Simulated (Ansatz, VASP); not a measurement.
# AlN: VASP beside Ansatz

INCAR

```
SYSTEM = AlN
  PREC = Accurate
  ENCUT = 520
  EDIFF = 1E-7
  ISMEAR = 0
  SIGMA = 0.05
  LREAL = .FALSE.
  LASPH = .TRUE.
  NELM = 80
  ALGO = Normal
  ISIF = 2
  LWAVE = .FALSE.
  LCHARG = .FALSE.
  GGA = PE
  IBRION = 2
  NSW = 50
  EDIFFG = -0.01
```

The input KPOINTS:

```
regular mesh
0
G
  9 9 6
  0 0 0
```

The input POSCAR:

```
AlN
1.0
    3.1298889828      0.0000000000      0.0000000000
   -1.5649444914      2.7105633702      0.0000000000
    0.0000000000      0.0000000000      4.8162780443
Al N
2 2
Direct
    0.3333333333      0.6666666667      0.0017290859
    0.6666666667      0.3333333333      0.5017290859
    0.3333333333      0.6666666667      0.3832709141
    0.6666666667      0.3333333333      0.8832709141
```

Input for Ansatz:

```yaml
crystal:
  lattice:
    - [3.1298889828, 0.0, 0.0]
    - [-1.5649444914, 2.7105633702, 0.0]
    - [0.0, 0.0, 4.8162780443]
  atoms:
    - { symbol: Al, position: [0.3333333333, 0.6666666667, 0.0017290859] }
    - { symbol: Al, position: [0.6666666667, 0.3333333333, 0.5017290859] }
    - { symbol: "N", position: [0.3333333333, 0.6666666667, 0.3832709141] }
    - { symbol: "N", position: [0.6666666667, 0.3333333333, 0.8832709141] }
basis:
  ecutwfc: 520.0
kpoints:
  mp_grid: { grid: [9, 9, 6] }
hamiltonian:
  xc: pbe
  pseudopotentials: { kind: paw, azcp: { folder: soft_1 } }
scf:
  occupations: { method: gaussian, width: 0.05 }
output:
  forces: true
  stress: true
  eigenvalues: true
relax:
  adjacent_minimum: "off"
  f_tol: 0.01
  max_steps: 30
```

Change from the starting cell: engineering shear strain xz +0.0000, normal strain along z -0.0400.

Alike in both runs: task relaxation of the atoms; functional PBE; k mesh 9 × 9 × 6; occupations gaussian, width 0.05 eV; no spin polarisation.

|  | VASP | Ansatz |
| --- | --- | --- |
| version | VASP 6.6.1 | Ansatz 0.2.0 |
| potentials or method | VASP PAW PBE potentials, release 64 (Al, N), cutoff 520 eV | scalar-relativistic, plane waves, PAW |
| valence electrons in the cell | 16 | 16 |

```tsv
	VASP	Ansatz	Ansatz less VASP
gap on the k mesh at the Fermi level, each at its own relaxed structure (eV)	4.15	4.14	-0.010
```

Ansatz's warnings: stress scf threshold loose.
